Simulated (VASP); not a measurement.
# SrTiC (P4mm) in VASP: notebook, part 2 of 2

VASP 6.6.1. The steps go on from the part before.

## (3) Relaxation of cell and atoms, PBE

The input, INCAR:

```
SYSTEM = SrTiC
  PREC = Accurate
  ENCUT = 600
  EDIFF = 1E-6
  ISMEAR = 0
  SIGMA = 0.1
  LREAL = .False.
  LASPH = .True.
  NELM = 60
  ALGO = Normal
  ISIF = 3
  LWAVE = .False.
  LCHARG = .False.
  GGA = PE
  IBRION = 2
  NSW = 90
  EDIFFG = -0.04
```

The input, KPOINTS:

```
regular mesh
0
Gamma
  4 4 4
  0 0 0
```

The input, POSCAR:

```
SrTiC
1.0
    3.7709579200      0.0000000000      0.0000000000
    0.0000000000      3.7709579200      0.0000000000
    0.0000000000      0.0000000000      4.9545659500
Sr Ti C
1 1 1
Direct
    0.5000000000      0.5000000000      0.9396380600
    0.0000000000      0.0000000000      0.8879411900
    0.5000000000      0.5000000000      0.5049106300
```

Potentials or basis: VASP PAW PBE potentials, release 64 (Sr_sv, Ti_sv, C).

Started as:

```
> cat potpaw_PBE.64/Sr_sv/POTCAR potpaw_PBE.64/Ti_sv/POTCAR potpaw_PBE.64/C/POTCAR > POTCAR
> mpirun -np 1 vasp_std > vasp.out
```

OUTCAR:

```text
SYSTEM = SrTiC
   PREC = Accurate
   ENCUT = 600
   EDIFF = 1E-6
   ISMEAR = 0
   LREAL = .False.
   LASPH = .True.
   NELM = 60
   ISIF = 3
   GGA = PE
   IBRION = 2
   NSW = 90
   EDIFFG = -0.04

 ion  position               nearest neighbor table
   1  0.500  0.500  0.940-   3 2.15   2 2.68   2 2.68   2 2.68   2 2.68   3 2.80
   2  0.000  0.000  0.888-   1 2.68   1 2.68   1 2.68   1 2.68
   3  0.500  0.500  0.505-   1 2.15   1 2.80

  LATTYP: Found a simple tetragonal cell.
 ALAT       =     3.7709579200
 C/A-ratio  =     1.3138746322

  Lattice vectors:

 A1 = (   3.7709579200,   0.0000000000,   0.0000000000)
 A2 = (   0.0000000000,   3.7709579200,   0.0000000000)
 A3 = (   0.0000000000,   0.0000000000,   4.9545659500)

Analysis of symmetry for initial positions (statically):
=====================================================================
 Subroutine PRICEL returns:
 Original cell was already a primitive cell.

 Routine SETGRP: Setting up the symmetry group for a
 simple tetragonal supercell.

 Subroutine GETGRP returns: Found  8 space group operations
 (whereof  8 operations were pure point group operations)
 out of a pool of 16 trial point group operations.

The static configuration has the point symmetry C_4v.

Analysis of symmetry for dynamics (positions and initial velocities):
=====================================================================
 Subroutine PRICEL returns:
 Original cell was already a primitive cell.

 Routine SETGRP: Setting up the symmetry group for a
 simple tetragonal supercell.

 Subroutine GETGRP returns: Found  8 space group operations
 (whereof  8 operations were pure point group operations)
 out of a pool of 16 trial point group operations.

The dynamic configuration has the point symmetry C_4v.

 Subroutine INISYM returns: Found  8 space group operations
 (whereof  8 operations are pure point group operations),
 and found     1 'primitive' translations

[... 105 lines left out ...]
   EFERMI_NEDOS =   21; number of points for ismear=-14 and -15
   IALGO  =     38    algorithm
   IMIX   =      4    mixing-type and parameters
     AMIX     =   0.40;   BMIX     =  1.00
     AMIX_MAG =   1.60;   BMIX_MAG =  1.00
  volume/ion in A,a.u.               =      23.48       158.48
  Fermi-wavevector in a.u.,A,eV,Ry     =   1.174256  2.219023 18.760777  1.378878
  Thomas-Fermi vector in A             =   2.310656
   LORBIT       =      0    0 simple, 1 ext, 2 COOP (PROOUT), +10 PAW based schemes
   GGA     = PE    functional components
   LHFCALC =     F    Hartree Fock is set to
   AEXX    =    0.0000 exact exchange contribution
   IVDW    =     0    specifies the selected vdW correction
   LEPSILON=     F    determine dielectric tensor
   LRPA    =     F    only Hartree local field effects (RPA)
 conjugate gradient relaxation of ions
 non-spin polarized calculation
 Gauss-broadening in eV      SIGMA  =   0.10
  energy-cutoff  :      600.00
  volume of cell :       70.45
 maximum number of plane-waves:      2376
   NGX = 15   NGY = 15   NGZ = 19

--------------------------------------- Ionic step        1  -------------------------------------------

 number of electron      25.9999996 magnetization

 Free energy of the ion-electron system (eV)
  ---------------------------------------------------
  ext. energy  EPLUGINS =         0.00000000
  ---------------------------------------------------
  free energy    TOTEN  =        -8.62103137 eV

  energy without entropy =       -8.60103552  energy(sigma->0) =       -8.61103344

------------------------ aborting loop because EDIFF is reached ----------------------------------------

  FORCE on cell =-STRESS in cart. coord.  units (eV):
  Direction    XX          YY          ZZ          XY          YZ          ZX
  --------------------------------------------------------------------------------------
  -------------------------------------------------------------------------------------
  Total        3.8653678      3.8653678      1.0379923      0.0000000      0.0000000      0.0000000
  in kB       87.9007167     87.9007167     23.6045508      0.0000000      0.0000000      0.0000000
  external PRESSURE =      66.4686614 kB  Pullay stress =       0.0000000 kB
[... 817 lines left out ...]
      4     -30.1256      2.00000
      5     -30.1256      2.00000
      6     -13.5148      2.00000
[... 9 lines left out ...]
     16       4.7943      0.00000
     17       5.8917      0.00000

[... ionic steps 4 to 21 ...]

--------------------------------------- Ionic step       22  -------------------------------------------

 number of electron      26.0000000 magnetization

------------------------ aborting loop because EDIFF is reached ----------------------------------------
[... 69 lines left out ...]
--------------------------------------- Ionic step       24  -------------------------------------------

 number of electron      25.9999999 magnetization

 Free energy of the ion-electron system (eV)
  ---------------------------------------------------
  ext. energy  EPLUGINS =         0.00000000
  ---------------------------------------------------
  free energy    TOTEN  =       -18.41988384 eV

  energy without entropy =      -18.40574512  energy(sigma->0) =      -18.41281448

 E-fermi :   5.4406     XC(G=0): -10.5195

 val. band max:        5.3519642004   @ k =   0.5000   0.5000   0.2500
 cond. band min:       5.4928520775   @ k =   0.2500   0.2500   0.5000
 fundamental gap:      0.1408878771
 Fermi energy:         5.4406275870
[... 388 lines left out ...]
  FREE ENERGIE OF THE ION-ELECTRON SYSTEM (eV)
  ---------------------------------------------------
  free  energy   TOTEN  =       -18.4198838445 eV

  energy  without entropy=      -18.4057451164  energy(sigma->0) =      -18.41281448

 reached required accuracy - stopping structural energy minimisation
```

OSZICAR:

```text
N       E                     dE             d eps       ncg     rms          rms(c)
DAV:   1     0.253636996904E+03    0.25364E+03   -0.13372E+04   612   0.168E+03
DAV:   2     0.179257323546E+02   -0.23571E+03   -0.23288E+03   657   0.432E+02
DAV:   3    -0.118672367896E+02   -0.29793E+02   -0.28949E+02  1195   0.117E+02
DAV:   4    -0.134575533520E+02   -0.15903E+01   -0.15035E+01   798   0.258E+01
[... 313 lines left out ...]
DAV:   5    -0.184198427765E+02   -0.33899E-04   -0.15851E-04   796   0.816E-02    0.449E-02
DAV:   6    -0.184198709471E+02   -0.28171E-04   -0.46910E-05   840   0.403E-02    0.160E-02
DAV:   7    -0.184198820744E+02   -0.11127E-04   -0.30458E-05   977   0.273E-02    0.689E-03
DAV:   8    -0.184198832812E+02   -0.12068E-05   -0.12197E-06   399   0.821E-03    0.294E-03
DAV:   9    -0.184198838445E+02   -0.56329E-06   -0.47381E-07   309   0.595E-03
  24 F= -.18419884E+02 E0= -.18412814E+02  d E =-.626217E-03
```

CONTCAR:

```text
SrTiC
   1.00000000000000
     3.1047666265996883    0.0000000000000000   -0.0000000000000000
    -0.0000000000000000    3.1047666265996883   -0.0000000000000000
     0.0000000000000000   -0.0000000000000000    5.5850854456542720
  Sr              Ti              C
     1     1     1
Direct
     0.5000000000000000    0.5000000000000000    0.1107493399534693
     0.0000000000000000    0.0000000000000000    0.6114839528204862
     0.5000000000000000    0.5000000000000000    0.6102565872260415

  0.00000000E+00  0.00000000E+00  0.00000000E+00
  0.00000000E+00  0.00000000E+00  0.00000000E+00
  0.00000000E+00  0.00000000E+00  0.00000000E+00
```

Run time: 4.1 min. Hardware: 1 thread of Intel Xeon 6975P-C (Granite Rapids), shared host; peak memory 0.22 GiB.

What came out:

- Free energy: -18.4199 eV
- Relaxed volume: 17.95 Å³/atom
- Relaxed cell: a = 3.105 Å, b = 3.105 Å, c = 5.585 Å, α = 90.00°, β = 90.00°, γ = 90.00°
- Space group after relaxing (to 0.1 Å): P4/mmm (No. 123)
- Energy gained by relaxing: 3266.3 meV/atom
- Ionic steps: 24
- Pressure after relaxing: 0.0 GPa
- Largest force after relaxing: 0.032 eV/Å
- Band gap on the k mesh: zero (bands 13 and 14 overlap by 1.55 eV)

Forces in eV/Å, atoms in the order of the input:
```
Sr   0.000  0.000 -0.002
Ti   0.000  0.000 -0.031
C    0.000  0.000  0.032
```

Step by step:
```csv
step,energy change (eV),largest force (eV/Å),pressure (GPa),volume (Å³)
1,0.0000,4.2722,6.65,70.45
2,-1.1027,2.1218,-0.05,80.81
3,-1.1968,2.1390,-1.24,86.16
4,-1.7036,2.7081,-1.89,87.26
5,-2.5464,3.8080,-2.38,89.64
6,-2.7451,3.3543,-2.75,89.59
7,-3.2360,1.8690,-3.73,89.43
8,-3.6129,1.8764,-4.37,89.11
9,-4.1924,1.4621,-5.62,86.94
10,-5.6192,1.6475,-8.30,79.94
11,-5.0894,5.5648,-3.76,64.25
12,-6.0280,3.3140,-8.37,74.39
13,-7.0338,3.7102,-8.28,68.33
14,-8.9371,4.0009,9.18,50.80
15,-9.5457,1.3502,6.59,52.04
16,-9.5913,0.7550,6.17,52.41
17,-9.7379,0.5484,-2.11,55.83
18,-9.7380,0.5549,-1.93,55.73
19,-9.7672,0.4098,-1.14,54.88
20,-9.7854,0.3169,0.50,53.44
21,-9.7950,0.1593,0.49,53.47
22,-9.7982,0.0517,0.53,53.51
23,-9.7987,0.0247,-0.32,54.00
24,-9.7989,0.0324,-0.05,53.84
```

Final structure:
```
Sr Ti C
1.0
     3.10477    0.00000    0.00000
     0.00000    3.10477    0.00000
     0.00000    0.00000    5.58509
Sr Ti C
1 1 1
Direct
  0.50000 0.50000 0.11075
  0.00000 0.00000 0.61148
  0.50000 0.50000 0.61026
```

Levels at points of the mesh, in eV from the Fermi level:
| k point | band 9 | band 10 | band 11 | band 12 | band 13 | band 14 | band 15 | band 16 | band 17 |
| --- | --- | --- | --- | --- | --- | --- | --- | --- | --- |
| (0.00, 0.00, 0.00) | -10.66 | -2.58 | -1.85 | -0.47 | 1.03 | 1.03 | 1.36 | 1.75 | 1.80 |
| (0.50, 0.00, 0.00) | -8.81 | -4.31 | -2.19 | -2.15 | -0.13 | 0.26 | 1.21 | 2.18 | 3.99 |
| (0.50, 0.50, 0.00) | -9.25 | -1.79 | -1.79 | -1.78 | -0.52 | -0.52 | 0.40 | 2.54 | 3.49 |
| (0.00, 0.00, 0.50) | -10.28 | -3.75 | -0.74 | -0.32 | 0.11 | 0.90 | 0.90 | 1.10 | 1.95 |
| (0.50, 0.00, 0.50) | -8.48 | -4.56 | -3.17 | -2.19 | -0.51 | 1.45 | 1.91 | 2.07 | 3.19 |
| (0.50, 0.50, 0.50) | -9.00 | -2.14 | -2.14 | -1.29 | -0.75 | 0.33 | 0.33 | 1.23 | 3.49 |

Caveat: the k points lie up to 0.51 Å⁻¹ apart in the final cell, too coarse for converged energies and pressures of a metal; the volume moved by over 15 % at a fixed basis, so the end points are rough.
